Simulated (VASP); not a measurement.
Au: relaxation of cell and atoms with PBEsol

Au:

```xyz
1
Lattice="0.0000 2.0350 2.0350 2.0350 0.0000 2.0350 2.0350 2.0350 0.0000" Properties=species:S:1:pos:R:3 pbc="T T T"
Au    0.0000    0.0000    0.0000
```

| Property | Result |
| --- | --- |
| Program | VASP 6.6.1 |
| Task | relaxation of cell and atoms |
| Functional | PBEsol |
| Potentials or basis | VASP PAW PBE potentials, release 64 (Au) |
| Cutoff | 600 eV |
| k mesh | 11 × 11 × 11 |
| Occupations | fermi-dirac, width 0.05 eV |
| Spin | no spin polarisation |
| Target pressure | 5 GPa |
| Dipole correction | no |
| Further INCAR settings | ALGO = Fast; EDIFF = 1e-07; IBRION = 2; EDIFFG = -0.01; NSW = 60; ISIF = 3 |

```yaml
Relaxed_volume: 16.55 Å³/atom
Relaxed_cell: a = 2.861 Å, b = 2.861 Å, c = 2.861 Å, α = 60.00°, β = 60.00°, γ = 60.00°
Space_group_after_relaxing_to_0.05_Å: Fm-3m (No. 225)
Energy_change_on_relaxing_the_enthalpy_is_what_falls: +5.9 meV/atom
Ionic_steps: 3
Pressure_after_relaxing: 4.9 GPa
```

Step by step:
| step | energy change (eV) | largest force (eV/Å) | pressure (GPa) | volume (Å³) |
| --- | --- | --- | --- | --- |
| 1 | 0.0000 | 0.0000 | 1.49 | 16.85 |
| 2 | 0.0383 | 0.0000 | 13.05 | 15.97 |
| 3 | 0.0059 | 0.0000 | 4.95 | 16.55 |

Final structure:
```yaml
crystal:
  lattice:
    - [0.00000, 2.02286, 2.02286]
    - [2.02286, 0.00000, 2.02286]
    - [2.02286, 2.02286, 0.00000]
  atoms:
    - { symbol: Au, position: [0.00000, 0.00000, 0.00000] }
```

Levels at points of the mesh, in eV from the Fermi level:
| k point | band 4 | band 5 | band 6 | band 7 | band 8 | band 9 |
| --- | --- | --- | --- | --- | --- | --- |
| (0.00, 0.00, 0.00) | -4.82 | -3.22 | -3.22 | 14.47 | 18.63 | 18.63 |

Wall time 31 s on 1 thread of Intel(R) Xeon(R) Platinum 8375C CPU @ 2.90GHz (Ice Lake), with other jobs on the host, peak memory 0.15 GiB.

Caveat: the cell is relaxed towards a set pressure, so the enthalpy falls and the energy may rise; the PAW data sets were made with another functional, which shifts forces and pressure a little; spin-orbit coupling is left out, which moves the levels of the heavy elements.
